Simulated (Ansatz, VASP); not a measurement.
## Cd4O3: VASP beside Ansatz

```
Cd O
1.0
     4.92897   -0.00477    0.00066
    -0.00483    4.91578   -0.00164
     0.00071   -0.00137    4.93494
Cd O
4 3
Cartesian
  3.5627 1.3590 1.3678
  1.3622 3.5520 1.3661
  1.3643 1.3591 3.5695
  3.5608 3.5485 3.5681
  0.0000 -0.0005 2.4655
  2.4649 -0.0022 -0.0006
  -0.0027 2.4582 -0.0017
```

Change from the starting cell: cell x1, atoms moved at random (sigma 0.05 Å) and cell strained at random (1.5 %), then relaxed without symmetry.

Alike in both runs: functional PBE; k mesh 4 × 4 × 4; occupations gaussian, width 0.1 eV; no spin polarisation.

Ansatz relaxed the structure, and its values are those at the end. VASP's run is a single point on that final structure, the one shown.

|  | VASP | Ansatz |
| --- | --- | --- |
| version | VASP 6.6.1 | Ansatz 0.2.0 |
| potentials or method | VASP PAW PBE potentials, release 64 (Cd, O), cutoff 520 eV | scalar-relativistic, plane waves, PAW |
| valence electrons in the cell | 66 | 98 |

|  | VASP | Ansatz | Ansatz less VASP |
| --- | --- | --- | --- |
| gap on the k mesh at the Fermi level (eV) | 0.42 | 0.42 | +0.003 |
| least direct gap on the mesh (eV) | 0.51 | 0.53 | +0.014 |
| pressure (GPa) | 1.0 | -0.1 | -1.07 |
| rms of the force components (eV/Å) | 0.029 | 0.003 | -0.0260 |

VASP's potentials hold 66 valence electrons a cell and Ansatz's 98, so a difference there can come from the potentials and not from the codes.
